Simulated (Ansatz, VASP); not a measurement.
**One calculation of AlFe, two programs**

The input INCAR:

```
PREC = Accurate ; ENCUT = 690
EDIFF = 1E-6 ; ISMEAR = -1
SIGMA = 0.05 ; LREAL = F
LASPH = T ; NELM = 200
ALGO = Normal ; ISIF = 2
LWAVE = F ; LCHARG = F
ISPIN = 2 ; MAGMOM = 4.5 0
LORBIT = 11 ; NUPDOWN = 4.5
LMAXMIX = 4 ; GGA = PS
NBANDS = 20 ; GGA_COMPAT = F
```

Contents of KPOINTS:

```
regular mesh
0
Gamma
  8 8 8
```

POSCAR

```
AlFe
1.0
    2.9100000000      0.0000000000      0.0000000000
    0.0000000000      2.9100000000      0.0000000000
    0.0000000000      0.0000000000      2.9100000000
Fe Al
1 1
Direct
    0.5000000000      0.5000000000      0.5000000000
    0.0000000000      0.0000000000      0.0000000000
```

The input input.yaml:

```yaml
crystal:
  lattice:
    - [2.91, 0.0, 0.0]
    - [0.0, 2.91, 0.0]
    - [0.0, 0.0, 2.91]
  atoms:
    - { symbol: Fe, position: [0.5, 0.5, 0.5], spin: 4.5 }
    - { symbol: Al, position: [0.0, 0.0, 0.0] }
hamiltonian:
  xc: pbesol
  pseudopotentials: { kind: paw }
magnetization:
  spin_polarized: true
  initial_magnetization: 4.5
  spin_locking: { lock_magnetization: hard }
kpoints:
  mp_grid: { grid: [8, 8, 8] }
scf:
  occupations: { method: fermi_dirac, width: 0.05 }
  lower_state_search: "off"
output:
  forces: true
  stress: true
  eigenvalues: true
  write_density: true
  write_potential: true
  elf: true
  volumetric_format: npy
```

Alike in both runs: task single point; functional PBEsol; k mesh 8 × 8 × 8; occupations fermi-dirac, width 0.05 eV; collinear spin; fixed moment 4.5 μB.

```csv
,VASP,Ansatz
version,VASP 6.6.1,Ansatz 0.2.0
potentials or method,"VASP PAW PBE potentials, release 64 (Fe_sv, Al)",Ansatz PAW
plane-wave cutoff (eV),690,420
valence electrons in the cell,19,19
```

VASP gave:

* net moment per atom (μB): 2.25
* size of the moment on the site where the two differ most (μB): 3.35

Problem. Estimate Ansatz's values.

Solution. net moment per atom (μB): 2.25; size of the moment on the site where the two differ most (μB): 3.60.

VASP's potentials were made for PBE, not for PBEsol. Site moments also hang on the region over which each program counts them. With one functional, cell and mesh, what is left measures potentials, basis and numerics.
